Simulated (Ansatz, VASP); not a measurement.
## One calculation of WC, two programs

The input INCAR:

```
ALGO = Normal
EDIFF = 1E-6
ENCUT = 520
GGA = PE
ISIF = 2
ISMEAR = 0
LASPH = T
LCHARG = F
LREAL = F
LWAVE = F
NBANDS = 16
NELM = 60
PREC = Accurate
SIGMA = 0.15
```

The input KPOINTS:

```
k-points
0
Gamma
  18 18 16
```

The input POSCAR:

```
WC
1.0
    2.9005014360      0.0000000000      0.0000000000
   -1.4502507180      2.5119079273      0.0000000000
    0.0000000000      0.0000000000      2.8290000000
W C
1 1
Direct
    0.0053335791      0.0796207527      0.0000000000
    0.6666666667      0.3333333333      0.5000000000
```

Input for Ansatz:

```yaml
crystal:
  lattice:
    - [2.900501436, 0.0, 0.0]
    - [-1.450250718, 2.5119079273, 0.0]
    - [0.0, 0.0, 2.829]
  atoms:
    - { symbol: W, position: [0.0053335791, 0.0796207527, 0.0] }
    - { symbol: C, position: [0.6666666667, 0.3333333333, 0.5] }
basis:
  ecutwfc: 420
kpoints:
  mp_grid: { grid: [18, 18, 16] }
hamiltonian:
  xc: pbe
scf:
  occupations: { method: gaussian, width: 0.15 }
output:
  forces: true
  stress: true
  eigenvalues: true
```

Alike in both runs: task single point; functional PBE; k mesh 18 × 18 × 16; occupations gaussian, width 0.15 eV; no spin polarisation.

```csv
,VASP,Ansatz
version,VASP 6.6.1,Ansatz 0.2.0
potentials or method,"VASP PAW PBE potentials, release 64 (W_sv, C), cutoff 520 eV","scalar-relativistic, plane waves, PAW"
valence electrons in the cell,18,18
```

|  | VASP | Ansatz | Ansatz less VASP |
| --- | --- | --- | --- |
| gap on the k mesh at the Fermi level (eV) | none | none | - |
| pressure (GPa) | 17.3 | 16.1 | -1.20 |
| traceless stress, the component that is largest in VASP (GPa) | -11.13 | -10.83 | +0.307 |
| rms of the force components (eV/Å) | 1.979 | 1.970 | -0.0093 |

Atom by atom the forces differ by 0.010 eV/Å (rms over components). A gap of «none» marks a metal or a gap that the smearing closes. The functional is the same, so the differences come from potentials, cutoffs and numerics.

Spin-orbit coupling is off throughout.
